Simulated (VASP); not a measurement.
Pd:

```
Pd
1.0
     2.75000    0.00000    0.00000
    -1.37500    2.38157    0.00000
     0.00000    0.00000    4.49075
Pd
2
Direct
  0.33333 0.66667 0.25000
  0.66667 0.33333 0.75000
```

| Property | Result |
| --- | --- |
| Program | VASP 6.6.1 |
| Task | relaxation of cell and atoms |
| Functional | LDA |
| Potentials or basis | VASP PAW LDA potentials, release 64 (Pd) |
| Cutoff | 600 eV |
| k mesh | 10 × 10 × 6 |
| Occupations | fermi-dirac, width 0.05 eV |
| Spin | no spin polarisation |

At the start: pressure -6.5 GPa; volume 14.71 Å³/atom.

**Question.** Where does the relaxation end?

**Answer.** Over 10 steps the energy falls by 14.1 meV/atom and the volume is 14.24 Å³/atom (-3.2 %); space group P6_3/mmc (No. 194, to 0.05 Å).

The path:
```tsv
step	energy change (eV)	largest force (eV/Å)	pressure (GPa)	volume (Å³)
1	0.0000	0.0000	-6.55	29.41
2	0.0399	0.0000	14.64	26.92
3	-0.0231	0.0000	0.40	28.43
4	-0.0231	0.0000	0.54	28.41
5	-0.0277	0.0000	0.35	28.43
6	-0.0281	0.0000	0.32	28.44
7	-0.0281	0.0000	0.33	28.44
8	-0.0281	0.0000	0.33	28.44
9	-0.0280	0.0000	-0.58	28.56
10	-0.0282	0.0000	-0.01	28.48
```

Final structure:
```
Pd
1.0
     2.69437    0.00000    0.00000
    -1.34719    2.33340    0.00000
     0.00000    0.00000    4.53051
Pd
2
Cartesian
  0.0000 1.5556 1.1326
  1.3472 0.7778 3.3979
```
